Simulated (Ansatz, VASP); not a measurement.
# MnAs in VASP and in Ansatz

```xyz
4
Lattice="3.6553 0.0000 0.0000 -1.8276 3.1656 0.0000 0.0000 0.0000 5.5036" Properties=species:S:1:pos:R:3 pbc="T T T"
Mn    0.0000    0.0000    0.0000
Mn    0.0000    0.0000    2.7518
As    0.0000    2.1104    1.3759
As    1.8276    1.0552    4.1277
```

Alike in both runs: functional PBE; k mesh 12 × 12 × 8; occupations gaussian, width 0.05 eV; collinear spin.

Ansatz relaxed the structure, and its values are those at the end. VASP's run is a single point on that final structure, the one shown.

|  | VASP | Ansatz |
| --- | --- | --- |
| version | VASP 6.6.1 | Ansatz 0.2.0 |
| potentials or method | VASP PAW PBE potentials, release 64 (Mn_pv, As), cutoff 520 eV | scalar-relativistic, plane waves, PAW |
| valence electrons in the cell | 36 | 60 |

VASP gave:

* gap on the k mesh at the Fermi level (eV): none
* pressure (GPa): 0.1
* net moment per atom (μB): 1.42
* size of the moment on the site where the two differ most (μB): 2.91

Which values does Ansatz return?

gap on the k mesh at the Fermi level (eV): none; pressure (GPa): 0.0; net moment per atom (μB): 1.42; size of the moment on the site where the two differ most (μB): 2.85.

Site moments also hang on the region over which each program counts them. A gap of «none» marks a metal or a gap that the smearing closes. With one functional, cell and mesh, what is left measures potentials, basis and numerics. VASP's potentials hold 36 valence electrons a cell and Ansatz's 60, so a difference there can come from the potentials and not from the codes.
